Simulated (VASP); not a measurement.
# BaTiO3 (P4/mmm) in VASP: further runs, part 2 of 3

VASP 6.6.1. Earlier steps stand in the parts before.

### 3 Electric field gradients, PBE (zz strain of +2 %)

INCAR reads:

```
SYSTEM = BaTiO3
PREC = Accurate ; ENCUT = 520
EDIFF = 1E-8 ; ISMEAR = -1
SIGMA = 0.03 ; LREAL = .False.
LASPH = .True. ; NELM = 80
ALGO = Normal ; ISIF = 2
LWAVE = .False. ; LCHARG = .False.
GGA = PE ; LEFG = .True.
NBANDS = 28
```

KPOINTS reads:

```
regular mesh
0
Gamma
  7 7 7
  0 0 0
```

POSCAR reads:

```
BaTiO3
1.0
    3.9998000000      0.0000000000      0.0000000000
    0.0000000000      3.9998000000      0.0000000000
    0.0000000000      0.0000000000      4.0983600000
Ba Ti O
1 1 3
Direct
    0.0000000000      0.0000000000      0.0000000000
    0.5000000000      0.5000000000      0.5000000000
    0.5000000000      0.5000000000      0.0000000000
    0.5000000000      0.0000000000      0.5000000000
    0.0000000000      0.5000000000      0.5000000000
```

Potentials or basis: VASP PAW PBE potentials, release 64 (Ba_sv, Ti_sv, O).

Launch:

```sh
$ cat potpaw_PBE.64/Ba_sv/POTCAR potpaw_PBE.64/Ti_sv/POTCAR potpaw_PBE.64/O/POTCAR > POTCAR
$ mpirun -np 1 vasp_std > vasp.out
```

OUTCAR:

```text
SYSTEM = BaTiO3
   PREC = Accurate
   ENCUT = 520
   EDIFF = 1E-8
   ISMEAR = -1
   LREAL = .False.
   LASPH = .True.
   NELM = 80
   ISIF = 2
   GGA = PE

 ion  position               nearest neighbor table
   1  0.000  0.000  0.000-   3 2.83   3 2.83   3 2.83   3 2.83   5 2.86   4 2.86   5 2.86   5 2.86
                             5 2.86   4 2.86   4 2.86   4 2.86   2 3.49   2 3.49   2 3.49   2 3.49
   2  0.500  0.500  0.500-   4 2.00   5 2.00   4 2.00   5 2.00   3 2.05   3 2.05   1 3.49   1 3.49
                             1 3.49   1 3.49   1 3.49   1 3.49   1 3.49   1 3.49
   3  0.500  0.500  0.000-   2 2.05   2 2.05   1 2.83   1 2.83   1 2.83   1 2.83
   4  0.500  0.000  0.500-   2 2.00   2 2.00   1 2.86   1 2.86   1 2.86   1 2.86
   5  0.000  0.500  0.500-   2 2.00   2 2.00   1 2.86   1 2.86   1 2.86   1 2.86

  LATTYP: Found a simple tetragonal cell.
[... 984 lines left out ...]
   4     -15.633    23.029    -7.396    -0.000     0.000    -0.000
   5      23.029   -15.633    -7.396     0.000    -0.000     0.000
---------------------------------------------------------------------

 Electric field gradients after diagonalization (V/A^2)
 (convention: |V_zz| > |V_xx| > |V_yy|)
----------------------------------------------------------------------
 ion       V_xx      V_yy      V_zz     asymmetry (V_yy - V_xx)/ V_zz
----------------------------------------------------------------------
   1      -2.497    -2.497     4.993       0.000
   2     -10.053   -10.053    20.105       0.000
   3     -17.065   -17.065    34.130       0.000
   4     -15.633    -7.396    23.029       0.358
   5     -15.633    -7.396    23.029       0.358
----------------------------------------------------------------------

           NMR quadrupolar parameters

 Cq : quadrupolar parameter    Cq=e*Q*V_zz/h
 eta: asymmetry parameters     (V_yy - V_xx)/ V_zz
 Q  : nuclear electric quadrupole moment in mb (millibarn)
----------------------------------------------------------------------
 ion       Cq(MHz)       eta       Q (mb)
----------------------------------------------------------------------
   1       0.012       0.000       1.000
   2       0.049       0.000       1.000
   3       0.083       0.000       1.000
   4       0.056       0.358       1.000
   5       0.056       0.358       1.000
----------------------------------------------------------------------
```

OSZICAR:

```text
N       E                     dE             d eps       ncg     rms          rms(c)
DAV:   1     0.441965344170E+03    0.44197E+03   -0.20883E+04  2240   0.154E+03
DAV:   2    -0.211358044644E+01   -0.44408E+03   -0.42363E+03  2544   0.429E+02
DAV:   3    -0.488971510123E+02   -0.46784E+02   -0.46356E+02  3148   0.135E+02
[... 12 lines left out ...]
DAV:  16    -0.399718772603E+02    0.77048E-06   -0.26338E-06  2828   0.154E-02    0.184E-03
DAV:  17    -0.399718772297E+02    0.30592E-07   -0.13675E-07  2852   0.234E-03    0.177E-03
DAV:  18    -0.399718771606E+02    0.69129E-07   -0.45851E-08  2144   0.203E-03    0.111E-03
DAV:  19    -0.399718771158E+02    0.44837E-07   -0.70104E-08  2916   0.230E-03    0.241E-04
DAV:  20    -0.399718771153E+02    0.47930E-09   -0.31559E-09  1448   0.433E-04
   1 F= -.39971877E+02 E0= -.39971877E+02  d E =-.238426E-12
```

It took 88 s on 1 thread of Intel Xeon Platinum 8259CL at 2.50GHz (Skylake/Cascade Lake), shared host; peak memory 0.21 GiB.

What came out:

* Free energy: -39.9719 eV
* Pressure: 0.2 GPa
* Band gap on the k mesh: 1.74 eV (least direct gap 1.84 eV)
* Largest electric field gradient by atom: Ba +5.0; Ti +20.1; O +34.1, +23.0 (each value once) V/Å²

Levels at points of the mesh, in eV from the valence-band top:
| k point | band 18 | band 19 | band 20 | band 21 | band 22 | band 23 |
| --- | --- | --- | --- | --- | --- | --- |
| (0.00, 0.00, 0.00) | -0.13 | -0.10 | -0.10 | 1.74 | 1.74 | 1.78 |

Electric field gradients, principal values (V/Å²):
```tsv
atom	least	middle	greatest (by size)
1 Ba	-2.497	-2.497	4.993
2 Ti	-10.053	-10.053	20.105
3 O	-17.065	-17.065	34.130
4 O	-7.396	-15.633	23.029
5 O	-7.396	-15.633	23.029
```

Caveat: the cell differs from its parent crystal (zz strain of +2 %); without QUAD_EFG the Cq values of the log hold for a quadrupole moment of 1 mb, not for the nuclei; spin-orbit coupling is left out, which moves the levels of the heavy elements; an odd mesh through Γ misses points on the zone boundary, where band edges can lie.

### 4 Electric field gradients, PBE (12.08 Å³/atom)

This run uses another cell than the first one, of 12.08 Å³/atom.

INCAR reads:

```
SYSTEM = BaTiO3
PREC = Accurate
ENCUT = 520
EDIFF = 1E-8
ISMEAR = -1
SIGMA = 0.03
LREAL = .False.
LASPH = .True.
NELM = 100
ALGO = Normal
ISIF = 2
LWAVE = .False.
LCHARG = .False.
GGA = PE
LEFG = .True.
NBANDS = 28
```

KPOINTS is that of step 3.

Changes to POSCAR since step 3:

```diff
@@ -2,5 +2,5 @@
 1.0
-    3.9998000000      0.0000000000      0.0000000000
-    0.0000000000      3.9998000000      0.0000000000
-    0.0000000000      0.0000000000      4.0983600000
+    3.9181485176      0.0000000000      0.0000000000
+    0.0000000000      3.9181485176      0.0000000000
+    0.0000000000      0.0000000000      3.9359769848
 Ba Ti O
```

Potentials or basis: VASP PAW PBE potentials, release 64 (Ba_sv, Ti_sv, O).

Launch:

```sh
$ cat potpaw_PBE.64/Ba_sv/POTCAR potpaw_PBE.64/Ti_sv/POTCAR potpaw_PBE.64/O/POTCAR > POTCAR
$ mpirun -np 1 vasp_std > vasp.out
```

OUTCAR:

```text
SYSTEM = BaTiO3
   PREC = Accurate
   ENCUT = 520
   EDIFF = 1E-8
   ISMEAR = -1
   LREAL = .False.
   LASPH = .True.
   NELM = 100
   ISIF = 2
   GGA = PE

 ion  position               nearest neighbor table
   1  0.000  0.000  0.000-   3 2.77   3 2.77   3 2.77   3 2.77   5 2.78   4 2.78   5 2.78   5 2.78
                             5 2.78   4 2.78   4 2.78   4 2.78   2 3.40   2 3.40   2 3.40   2 3.40
   2  0.500  0.500  0.500-   4 1.96   5 1.96   4 1.96   5 1.96   3 1.97   3 1.97   1 3.40   1 3.40
                             1 3.40   1 3.40   1 3.40   1 3.40   1 3.40   1 3.40
   3  0.500  0.500  0.000-   2 1.97   2 1.97   1 2.77   1 2.77   1 2.77   1 2.77
   4  0.500  0.000  0.500-   2 1.96   2 1.96   1 2.78   1 2.78   1 2.78   1 2.78
   5  0.000  0.500  0.500-   2 1.96   2 1.96   1 2.78   1 2.78   1 2.78   1 2.78

  LATTYP: Found a simple tetragonal cell.
 ALAT       =     3.9181485176
 C/A-ratio  =     1.0045502275

  Lattice vectors:

 A1 = (   3.9181485176,   0.0000000000,   0.0000000000)
 A2 = (   0.0000000000,   3.9181485176,   0.0000000000)
 A3 = (   0.0000000000,   0.0000000000,   3.9359769848)

Analysis of symmetry for initial positions (statically):
=====================================================================
 Subroutine PRICEL returns:
 Original cell was already a primitive cell.

 Routine SETGRP: Setting up the symmetry group for a
 simple tetragonal supercell.

 Subroutine GETGRP returns: Found 16 space group operations
 (whereof 16 operations were pure point group operations)
 out of a pool of 16 trial point group operations.

The static configuration has the point symmetry D_4h.

Analysis of symmetry for dynamics (positions and initial velocities):
=====================================================================
 Subroutine PRICEL returns:
 Original cell was already a primitive cell.

 Routine SETGRP: Setting up the symmetry group for a
 simple tetragonal supercell.

 Subroutine GETGRP returns: Found 16 space group operations
 (whereof 16 operations were pure point group operations)
 out of a pool of 16 trial point group operations.

The dynamic configuration has the point symmetry D_4h.

 Subroutine INISYM returns: Found 16 space group operations
 (whereof 16 operations are pure point group operations),
 and found     1 'primitive' translations

----------------------------------------------------------------------------------------

                                     Primitive cell

  volume of cell :      60.4247

  direct lattice vectors                    reciprocal lattice vectors
     3.918148518  0.000000000  0.000000000     0.255222587  0.000000000  0.000000000
     0.000000000  3.918148518  0.000000000     0.000000000  0.255222587  0.000000000
     0.000000000  0.000000000  3.935976985     0.000000000  0.000000000  0.254066526

  length of vectors
     3.918148518  3.918148518  3.935976985     0.255222587  0.255222587  0.254066526

  position of ions in fractional coordinates (direct lattice)
     0.000000000  0.000000000  0.000000000
     0.500000000  0.500000000  0.500000000
     0.500000000  0.500000000  0.000000000
[... 102 lines left out ...]
     AMIX_MAG =   1.60;   BMIX_MAG =  1.00
  volume/ion in A,a.u.               =      12.08        81.55
  Fermi-wavevector in a.u.,A,eV,Ry     =   1.426779  2.696221 27.697358  2.035698
  Thomas-Fermi vector in A             =   2.547019
   LORBIT       =      0    0 simple, 1 ext, 2 COOP (PROOUT), +10 PAW based schemes
   GGA     = PE    functional components
   LHFCALC =     F    Hartree Fock is set to
   AEXX    =    0.0000 exact exchange contribution
   IVDW    =     0    specifies the selected vdW correction
   LEPSILON=     F    determine dielectric tensor
   LRPA    =     F    only Hartree local field effects (RPA)
 non-spin polarized calculation
  energy-cutoff  :      520.00
  volume of cell :       60.42
 maximum number of plane-waves:      1647
 NGX is ok and might be reduce to    30
   NGX = 15   NGY = 15   NGZ = 15

 number of electron      39.9999996 magnetization

 Free energy of the ion-electron system (eV)
  ---------------------------------------------------
  ext. energy  EPLUGINS =         0.00000000
  ---------------------------------------------------
  free energy    TOTEN  =       -39.73971698 eV

  energy without entropy =      -39.73971698  energy(sigma->0) =      -39.73971698

 E-fermi :   4.9162     XC(G=0): -11.5764

 val. band max:        4.2398002283   @ k =   0.4286   0.4286   0.4286
 cond. band min:       6.1634884290   @ k =   0.0000   0.0000   0.0000
 fundamental gap:      1.9236882007
 Fermi energy:         4.9162004098

 k-point     1 :       0.0000    0.0000    0.0000
  band No.  band energies     occupation
      1     -52.0777      2.00000
      2     -28.3253      2.00000
      3     -28.3253      2.00000
      4     -28.3219      2.00000
      5     -20.3856      2.00000
      6     -12.7173      2.00000
[... 733 lines left out ...]
     27      13.1639      0.00000
     28      13.5923      0.00000

 [... further k-points ...]

------------------------ aborting loop because EDIFF is reached ----------------------------------------

  FORCE on cell =-STRESS in cart. coord.  units (eV):
  Direction    XX          YY          ZZ          XY          YZ          ZX
  --------------------------------------------------------------------------------------
  -------------------------------------------------------------------------------------
  Total        6.1805089      6.1805089      5.7420984      0.0000000     -0.0000000      0.0000000
  in kB      163.8779339    163.8779339    152.2533565      0.0000000     -0.0000000      0.0000000
  external PRESSURE =     160.0030748 kB  Pullay stress =       0.0000000 kB

 VOLUME and BASIS-vectors are now :
 -----------------------------------------------------------------------------
  energy-cutoff  :      520.00
  volume of cell :       60.42
      direct lattice vectors                 reciprocal lattice vectors
     3.918148518  0.000000000  0.000000000     0.255222587  0.000000000  0.000000000
     0.000000000  3.918148518  0.000000000     0.000000000  0.255222587  0.000000000
     0.000000000  0.000000000  3.935976985     0.000000000  0.000000000  0.254066526

 POSITION                                       TOTAL-FORCE (eV/Angst)
 -----------------------------------------------------------------------------------
      0.00000      0.00000      0.00000         0.000000      0.000000      0.000000
      1.95907      1.95907      1.96799         0.000000      0.000000      0.000000
      1.95907      1.95907      0.00000         0.000000      0.000000      0.000000
      1.95907      0.00000      1.96799         0.000000      0.000000      0.000000
      0.00000      1.95907      1.96799         0.000000      0.000000      0.000000
 -----------------------------------------------------------------------------------
    total drift:                                0.000000      0.000000     -0.000000

  FREE ENERGIE OF THE ION-ELECTRON SYSTEM (eV)
  ---------------------------------------------------
  free  energy   TOTEN  =       -39.7397169757 eV

  energy  without entropy=      -39.7397169757  energy(sigma->0) =      -39.73971698

 Electric field gradients (V/A^2)
---------------------------------------------------------------------
 ion       V_xx      V_yy      V_zz      V_xy      V_xz      V_yz
---------------------------------------------------------------------
   1      -0.418    -0.418     0.837    -0.000    -0.000     0.000
   2      -2.174    -2.174     4.349    -0.000     0.000    -0.000
   3     -10.510   -10.510    21.020     0.000    -0.000    -0.000
   4     -10.156    18.779    -8.623     0.000     0.000     0.000
   5      18.779   -10.156    -8.623     0.000    -0.000    -0.000
---------------------------------------------------------------------

 Electric field gradients after diagonalization (V/A^2)
 (convention: |V_zz| > |V_xx| > |V_yy|)
----------------------------------------------------------------------
 ion       V_xx      V_yy      V_zz     asymmetry (V_yy - V_xx)/ V_zz
----------------------------------------------------------------------
   1      -0.418    -0.418     0.837       0.000
   2      -2.174    -2.174     4.349       0.000
   3     -10.510   -10.510    21.020       0.000
   4     -10.156    -8.623    18.779       0.082
   5     -10.156    -8.623    18.779       0.082
----------------------------------------------------------------------

           NMR quadrupolar parameters

 Cq : quadrupolar parameter    Cq=e*Q*V_zz/h
 eta: asymmetry parameters     (V_yy - V_xx)/ V_zz
 Q  : nuclear electric quadrupole moment in mb (millibarn)
----------------------------------------------------------------------
 ion       Cq(MHz)       eta       Q (mb)
----------------------------------------------------------------------
   1       0.002       0.000       1.000
   2       0.011       0.000       1.000
   3       0.051       0.000       1.000
   4       0.045       0.082       1.000
   5       0.045       0.082       1.000
----------------------------------------------------------------------
```

Wall time 61 s (1 thread of Intel Xeon Platinum 8488C (Sapphire Rapids), shared host); peak memory 0.21 GiB.

Results:

```
Free energy                             : -39.7397 eV
Pressure                                : 16.0 GPa
Band gap on the k mesh                  : 1.92 eV (least direct gap 1.94 eV)
Largest electric field gradient by atom : Ba +0.8; Ti +4.3; O +21.0, +18.8 (each value once) V/Å²
```

Stress tensor (GPa, compression positive):
```
16.39  0.00  0.00
 0.00 16.39  0.00
 0.00  0.00 15.23
```

Electric field gradients, principal values (V/Å²):
```tsv
atom	least	middle	greatest (by size)
1 Ba	-0.418	-0.418	0.837
2 Ti	-2.174	-2.174	4.349
3 O	-10.510	-10.510	21.020
4 O	-8.623	-10.156	18.779
5 O	-8.623	-10.156	18.779
```

Caveat: the cell stands under pressure; without QUAD_EFG the Cq values of the log hold for a quadrupole moment of 1 mb, not for the nuclei; spin-orbit coupling is left out, which moves the levels of the heavy elements; an odd mesh through Γ misses points on the zone boundary, where band edges can lie.

(Part 2 of 3 ends here.)
